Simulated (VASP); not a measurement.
# AlN (F-43m) in VASP: notebook

Aim: see how the results for AlN move with the level of theory and the settings. Levels: r2SCAN, PBE, HSE06, LDA. Tasks: single point.

Everything below comes from runs of VASP 6.6.1. Logs are shortened: lines on timing, memory, paths and dates and some standing lists are left out, and cuts for length are marked.

## (1) The cell of the first run

The structure is cubic, space group F-43m (No. 216). The conventional cell has a = 4.378 Å, b = 4.378 Å, c = 4.378 Å, α = 90.00°, β = 90.00°, γ = 90.00°. Within 2.5 Å of Al (site symmetry -43m) lie 4 N at 1.90 Å. N (site symmetry -43m) has 4 Al at 1.90 Å within 2.5 Å.

## (2) Single point, r2SCAN

POSCAR

```
AlN
1.0
    0.0000000000      2.1888610000      2.1888610000
    2.1888610000      0.0000000000      2.1888610000
    2.1888610000      2.1888610000      0.0000000000
Al N
1 1
Direct
    0.0000000000      0.0000000000      0.0000000000
    0.2500000000      0.2500000000      0.2500000000
```

INCAR.step1

```
  ALGO = Normal
  EDIFF = 1E-4
  ENCUT = 520
  GGA = PE
  ISMEAR = -1
  LASPH = T
  LCHARG = F
  LREAL = F
  LWAVE = T
  NBANDS = 11
  NELM = 100
  PREC = Accurate
  SIGMA = 0.05
```

INCAR.step2

```
  ALGO = Normal
  EDIFF = 1E-6
  ENCUT = 520
  ISIF = 2
  ISMEAR = -1
  ISTART = 1
  LASPH = T
  LCHARG = F
  LMIXTAU = T
  LREAL = F
  LWAVE = F
  METAGGA = R2SCAN
  NBANDS = 11
  NELM = 100
  PREC = Accurate
  SIGMA = 0.05
```

KPOINTS

```
k-points
0
Gamma
  9 9 9
```

Potentials or basis: VASP PAW PBE potentials, release 64 (Al, N).

On the command line:

```bash
$ cat potpaw_PBE.64/Al/POTCAR potpaw_PBE.64/N/POTCAR > POTCAR
$ cp INCAR.step1 INCAR
$ mpirun -np 1 vasp_std > vasp.out
$ cp INCAR.step2 INCAR
$ mpirun -np 1 vasp_std > vasp.out
```

OUTCAR:

```text
EDIFF = 1E-6
   ENCUT = 520
   ISIF = 2
   ISMEAR = -1
   ISTART = 1
   LASPH = T
   LREAL = F
   METAGGA = R2SCAN
   NELM = 100
   PREC = Accurate

 ion  position               nearest neighbor table
   1  0.000  0.000  0.000-   2 1.90   2 1.90   2 1.90   2 1.90
   2  0.250  0.250  0.250-   1 1.90   1 1.90   1 1.90   1 1.90

  LATTYP: Found a face centered cubic cell.
 ALAT       =     4.3777220000

  Lattice vectors:

 A1 = (   0.0000000000,   2.1888610000,   2.1888610000)
 A2 = (   2.1888610000,   0.0000000000,   2.1888610000)
 A3 = (   2.1888610000,   2.1888610000,   0.0000000000)

Analysis of symmetry for initial positions (statically):
=====================================================================
 Subroutine PRICEL returns:
 Original cell was already a primitive cell.

 Routine SETGRP: Setting up the symmetry group for a
 face centered cubic supercell.

 Subroutine GETGRP returns: Found 24 space group operations
 (whereof 24 operations were pure point group operations)
 out of a pool of 48 trial point group operations.

The static configuration has the point symmetry T_d .

Analysis of symmetry for dynamics (positions and initial velocities):
=====================================================================
 Subroutine PRICEL returns:
 Original cell was already a primitive cell.

 Routine SETGRP: Setting up the symmetry group for a
 face centered cubic supercell.

 Subroutine GETGRP returns: Found 24 space group operations
 (whereof 24 operations were pure point group operations)
 out of a pool of 48 trial point group operations.

The dynamic configuration has the point symmetry T_d .

 Subroutine INISYM returns: Found 24 space group operations
 (whereof 24 operations are pure point group operations),
 and found     1 'primitive' translations

----------------------------------------------------------------------------------------

                                     Primitive cell

  volume of cell :      20.9742

  direct lattice vectors                    reciprocal lattice vectors
     0.000000000  2.188861000  2.188861000    -0.228429306  0.228429306  0.228429306
     2.188861000  0.000000000  2.188861000     0.228429306 -0.228429306  0.228429306
     2.188861000  2.188861000  0.000000000     0.228429306  0.228429306 -0.228429306

  length of vectors
     3.095516912  3.095516912  3.095516912     0.395651165  0.395651165  0.395651165

  position of ions in fractional coordinates (direct lattice)
     0.000000000  0.000000000  0.000000000
     0.250000000  0.250000000  0.250000000

  ion indices of the primitive-cell ions
   primitive index   ion index
                 1           1
                 2           2

----------------------------------------------------------------------------------------

 KPOINTS: k-points

Automatic generation of k-mesh.
 Grid dimensions read from file:
 generate k-points for:    9    9    9

 Generating k-lattice:

  Cartesian coordinates                     Fractional coordinates (reciprocal lattice)
    -0.025381034  0.025381034  0.025381034     0.111111111  0.000000000  0.000000000
     0.025381034 -0.025381034  0.025381034     0.000000000  0.111111111  0.000000000
     0.025381034  0.025381034 -0.025381034     0.000000000  0.000000000  0.111111111

  Length of vectors
     0.043961241  0.043961241  0.043961241

  Shift w.r.t. Gamma in fractional coordinates (k-lattice)
     0.000000000  0.000000000  0.000000000

 Subroutine IBZKPT returns following result:
 ===========================================

 Found     35 irreducible k-points:

 Following reciprocal coordinates:
            Coordinates               Weight
  0.000000  0.000000  0.000000      1.000000
  0.111111  0.000000  0.000000      8.000000
  0.222222  0.000000  0.000000      8.000000
  0.333333  0.000000  0.000000      8.000000
  0.444444  0.000000  0.000000      8.000000
  0.111111  0.111111  0.000000      6.000000
[... 16 lines left out ...]
 -0.333333  0.333333  0.000000     12.000000
  0.444444  0.444444  0.000000      6.000000
 [... further k-points ...]
   k-points           NKPTS =     35   k-points in BZ     NKDIM =     35   number of bands    NBANDS=     11
   number of dos      NEDOS =    301   number of ions     NIONS =      2
   total plane-waves  NPLWV =  13824
   dimension x,y,z NGX =    24 NGY =   24 NGZ =   24
   dimension x,y,z NGXF=    48 NGYF=   48 NGZF=   48
   ions per type =               1   1
   NGX,Y,Z   is equivalent  to a cutoff of  12.89, 12.89, 12.89 a.u.
   NGXF,Y,Z  is equivalent  to a cutoff of  25.78, 25.78, 25.78 a.u.
 SYSTEM =  unknown system
   PREC   = accura    normal or accurate (medium, high low for compatibility)
   ISTART =      1    job   : 0-new  1-cont  2-samecut
   ICHARG =      0    charge: 1-file 2-atom 10-const
   ISPIN  =      1    spin polarized calculation?
   LNONCOLLINEAR =      F non collinear calculations
   LSORBIT =      F    spin-orbit coupling
   LASPH  =      T    aspherical Exc in radial PAW
   ENCUT  =  520.0 eV  38.22 Ry    6.18 a.u.   5.76  5.76  5.76*2*pi/ulx,y,z
   NELM   =    100;   NELMIN=  2; NELMDL=  0     # of ELM steps
   EDIFF  = 0.1E-05   stopping-criterion for ELM
   LREAL  =      F    real-space projection
   EDIFFG = 0.1E-04   stopping-criterion for IOM
   NSW    =      0    number of steps for IOM
   IBRION =     -1    ionic relax: 0-MD 1-quasi-New 2-CG
   NFREE  =      0    steps in history (QN), initial steepest desc. (CG)
   ISIF   =      2    stress and relaxation
   ISYM   =      2    0-nonsym 1-usesym 2-fastsym
   POTIM  = 0.5000    time-step for ionic-motion
   TEBEG  =    0.0;   TEEND  =   0.0 temperature during run
   PSTRESS=    0.0 pullay stress
   NELECT =       8.0000    total number of electrons
   NUPDOWN=      -1.0000    fix difference up-down
   EMIN   =  10.00;   EMAX   =-10.00  energy-range for DOS
   EFERMI =   0.00;   METHOD = LEGACY
   ISMEAR =    -1;   SIGMA  =   0.05  broadening in eV -4-tet -1-fermi 0-gaus
   EFERMI_NEDOS =   21; number of points for ismear=-14 and -15
   IALGO  =     38    algorithm
   IMIX   =      4    mixing-type and parameters
     AMIX     =   0.40;   BMIX     =  1.00
     AMIX_MAG =   1.60;   BMIX_MAG =  1.00
  volume/ion in A,a.u.               =      10.49        70.77
  Fermi-wavevector in a.u.,A,eV,Ry     =   1.187253  2.243583 19.178363  1.409570
  Thomas-Fermi vector in A             =   2.323408
   LORBIT       =      0    0 simple, 1 ext, 2 COOP (PROOUT), +10 PAW based schemes
   METAGGA = R2SCAN    functional components
   LHFCALC =     F    Hartree Fock is set to
   AEXX    =    0.0000 exact exchange contribution
   IVDW    =     0    specifies the selected vdW correction
   LEPSILON=     F    determine dielectric tensor
   LRPA    =     F    only Hartree local field effects (RPA)
 non-spin polarized calculation
  energy-cutoff  :      520.00
  volume of cell :       20.97
 maximum number of plane-waves:       576
   NGX = 11   NGY = 11   NGZ = 11

 number of electron       8.0000000 magnetization

 Free energy of the ion-electron system (eV)
  ---------------------------------------------------
  ext. energy  EPLUGINS =         0.00000000
  ---------------------------------------------------
  free energy    TOTEN  =       -19.17913866 eV

  energy without entropy =      -19.17913866  energy(sigma->0) =      -19.17913866

 E-fermi :   6.7763     XC(G=0): -11.3882

 val. band max:        5.6310529940   @ k =   0.0000   0.0000   0.0000
 cond. band min:       9.7475931765   @ k =   0.4444   0.4444   0.0000
 fundamental gap:      4.1165401826
 Fermi energy:         6.7762992168

 k-point     1 :       0.0000    0.0000    0.0000
  band No.  band energies     occupation
      1     -10.0720      2.00000
      2       5.6311      2.00000
      3       5.6311      2.00000
      4       5.6311      2.00000
      5      10.4611      0.00000
      6      19.0837      0.00000
      7      19.0837      0.00000
      8      19.0837      0.00000
      9      24.1100      0.00000
     10      24.1100      0.00000
     11      25.8077      0.00000

 k-point     2 :       0.1111    0.0000    0.0000
  band No.  band energies     occupation
      1      -9.8929      2.00000
      2       4.6715      2.00000
      3       5.5676      2.00000
      4       5.5676      2.00000
      5      11.2469      0.00000
      6      18.6272      0.00000
      7      19.2430      0.00000
      8      19.2430      0.00000
      9      22.7520      0.00000
     10      22.7520      0.00000
     11      24.8874      0.00000

 k-point     3 :       0.2222    0.0000    0.0000
  band No.  band energies     occupation
      1      -9.3933      2.00000
      2       2.8305      2.00000
      3       5.4156      2.00000
      4       5.4156      2.00000
      5      12.5234      0.00000
      6      17.7362      0.00000
      7      18.9894      0.00000
      8      18.9894      0.00000
      9      22.5315      0.00000
     10      22.5315      0.00000
     11      24.0240      0.00000

 k-point     4 :       0.3333    0.0000    0.0000
  band No.  band energies     occupation
      1      -8.7123      2.00000
      2       1.0596      2.00000
      3       5.2561      2.00000
      4       5.2561      2.00000
      5      13.3813      0.00000
      6      16.9490      0.00000
      7      18.1490      0.00000
      8      18.1490      0.00000
      9      24.0987      0.00000
     10      24.1614      0.00000
     11      24.1614      0.00000

 k-point     5 :       0.4444    0.0000    0.0000
  band No.  band energies     occupation
      1      -8.1635      2.00000
      2      -0.0766      2.00000
      3       5.1586      2.00000
      4       5.1586      2.00000
      5      13.7382      0.00000
      6      16.4731      0.00000
      7      17.6039      0.00000
      8      17.6040      0.00000
      9      24.7284      0.00000
     10      26.3972      0.00000
     11      26.3972      0.00000
[... 211 lines left out ...]
 k-point    21 :       0.4444    0.3333    0.0000
  band No.  band energies     occupation
      1      -7.8262      2.00000
      2       1.1728      2.00000
      3       3.6278      2.00000
      4       4.0891      2.00000
      5      10.7524      0.00000
      6      15.8194      0.00000
      7      19.4174      0.00000
      8      21.5085      0.00000
      9      22.0483      0.00000
     10      28.6626      0.00000
     11      30.6913      0.00000

 k-point    22 :      -0.4444    0.3333    0.0000
  band No.  band energies     occupation
      1      -7.5371      2.00000
      2       1.1077      2.00000
      3       2.5334      2.00000
      4       4.2007      2.00000
      5      11.3027      0.00000
      6      16.4536      0.00000
      7      19.5934      0.00000
      8      20.8482      0.00000
      9      21.9913      0.00000
     10      27.3979      0.00000
     11      31.2681      0.00000

 k-point    23 :      -0.3333    0.3333    0.0000
  band No.  band energies     occupation
      1      -7.5930      2.00000
      2       1.3571      2.00000
      3       1.9232      2.00000
      4       4.5201      2.00000
      5      12.3705      0.00000
      6      16.6426      0.00000
      7      19.2375      0.00000
      8      19.9434      0.00000
      9      22.7283      0.00000
     10      25.1387      0.00000
     11      31.4874      0.00000

 k-point    24 :       0.4444    0.4444    0.0000
  band No.  band energies     occupation
      1      -7.5649      2.00000
      2       0.8272      2.00000
      3       3.8769      2.00000
      4       3.8769      2.00000
      5       9.7476      0.00000
      6      15.1543      0.00000
      7      20.4820      0.00000
      8      22.3675      0.00000
      9      22.3675      0.00000
     10      30.0998      0.00000
     11      30.3953      0.00000

 [... further k-points ...]
[... 5 lines left out ...]
  --------------------------------------------------------------------------------------
  -------------------------------------------------------------------------------------
  Total       -0.1998297     -0.1998297     -0.1998297      0.0000000      0.0000000      0.0000000
  in kB      -15.2646189    -15.2646189    -15.2646189      0.0000000      0.0000000      0.0000000
  external PRESSURE =     -15.2646189 kB  Pullay stress =       0.0000000 kB

 VOLUME and BASIS-vectors are now :
 -----------------------------------------------------------------------------
  energy-cutoff  :      520.00
  volume of cell :       20.97
      direct lattice vectors                 reciprocal lattice vectors
     0.000000000  2.188861000  2.188861000    -0.228429306  0.228429306  0.228429306
     2.188861000  0.000000000  2.188861000     0.228429306 -0.228429306  0.228429306
     2.188861000  2.188861000  0.000000000     0.228429306  0.228429306 -0.228429306

 POSITION                                       TOTAL-FORCE (eV/Angst)
 -----------------------------------------------------------------------------------
      0.00000      0.00000      0.00000        -0.000000     -0.000000     -0.000000
      1.09443      1.09443      1.09443         0.000000      0.000000      0.000000
 -----------------------------------------------------------------------------------
    total drift:                               -0.000000     -0.000000     -0.000000

  FREE ENERGIE OF THE ION-ELECTRON SYSTEM (eV)
  ---------------------------------------------------
  free  energy   TOTEN  =       -19.1791386557 eV

  energy  without entropy=      -19.1791386557  energy(sigma->0) =      -19.17913866
```

It took 20 s on 1 thread of Intel Xeon Platinum 8375C at 2.90GHz (Ice Lake), shared host; peak memory 0.14 GiB.

What came out:

* Free energy: -19.1791 eV
* Pressure: -1.5 GPa
* Band gap on the k mesh: 4.12 eV, indirect (least direct gap 4.83 eV)

Caveat: the PAW data sets were made with another functional, which shifts forces and pressure a little. r2SCAN opens gaps a little over a GGA but as a rule still falls short of measured ones.

## (3) Single point, PBE

INCAR

```
  ALGO = Normal
  EDIFF = 1E-6
  ENCUT = 600
  GGA = PE
  GGA_COMPAT = F
  ISIF = 2
  ISMEAR = -1
  LASPH = T
  LCHARG = T
  LELF = T
  LREAL = F
  LVHAR = T
  LWAVE = F
  NBANDS = 11
  NELM = 120
  PREC = Accurate
  SIGMA = 0.05
```

KPOINTS is that of step 2.

POSCAR is that of step 2.

Potentials or basis: VASP PAW PBE potentials, release 64 (Al, N).

On the command line:

```bash
$ cat potpaw_PBE.64/Al/POTCAR potpaw_PBE.64/N/POTCAR > POTCAR
$ mpirun -np 1 vasp_std > vasp.out
```

Wall time 24 s (1 thread of Intel Xeon 8259CL, shared host); peak memory 0.15 GiB.

It converged, with:

| Item | Value |
| --- | --- |
| Free energy | -14.8454 eV |
| Pressure | 3.1 GPa |
| Band gap on the k mesh | 3.50 eV, indirect (least direct gap 4.14 eV) |

Levels at points of the mesh, in eV from the valence-band top:
| k point | band 1 | band 2 | band 3 | band 4 | band 5 | band 6 | band 7 | band 8 | band 9 |
| --- | --- | --- | --- | --- | --- | --- | --- | --- | --- |
| (0.00, 0.00, 0.00) | -14.94 | 0.00 | 0.00 | 0.00 | 4.14 | 12.49 | 12.49 | 12.49 | 17.64 |

A k mesh can miss the band edges. PBE gaps usually lie below the measured ones, often by a third to a half.

## (4) Single point, HSE06

POSCAR is that of step 3.

INCAR.step1

```
SYSTEM = AlN
PREC = Accurate
ENCUT = 520
EDIFF = 1E-5
ISMEAR = -1
SIGMA = 0.05
LREAL = .False.
LASPH = .True.
NELM = 80
ALGO = Normal
ISIF = 2
LWAVE = .True.
LCHARG = .False.
NBANDS = 11
GGA = PE
```

INCAR.step2

```
SYSTEM = AlN
PREC = Accurate
ENCUT = 520
EDIFF = 1E-6
ISMEAR = -1
SIGMA = 0.05
LREAL = .False.
LASPH = .True.
NELM = 80
ALGO = Normal
ISIF = 2
LWAVE = .False.
LCHARG = .False.
GGA = PE
LHFCALC = .True.
HFSCREEN = 0.2079
PRECFOCK = Normal
NBANDS = 11
ISTART = 1
```

KPOINTS

```
Automatic mesh
0
Gamma
  9 9 9
  0 0 0
```

On the command line:

```bash
$ cat potpaw_PBE.64/Al/POTCAR potpaw_PBE.64/N/POTCAR > POTCAR
$ cp INCAR.step1 INCAR
$ mpirun -np 1 vasp_std > vasp.out
$ cp INCAR.step2 INCAR
$ mpirun -np 1 vasp_std > vasp.out
```

It took 20 min on 1 thread of Intel Xeon Platinum 8481C at 2.70GHz (Sapphire Rapids), shared host; peak memory 0.26 GiB.

Results (log left out):

```
Free energy            : -17.3953 eV
Pressure               : -1.9 GPa
Band gap on the k mesh : 4.74 eV, indirect (least direct gap 5.48 eV)
```

Levels at points of the mesh, in eV from the valence-band top:
```csv
k point,band 2,band 3,band 4,band 5,band 6,band 7
"(0.00, 0.00, 0.00)",0.00,0.00,0.00,5.48,14.17,14.17
```

Caveat: the PAW data sets were made with another functional, which shifts forces and pressure a little.

[end of part 1 of 2]
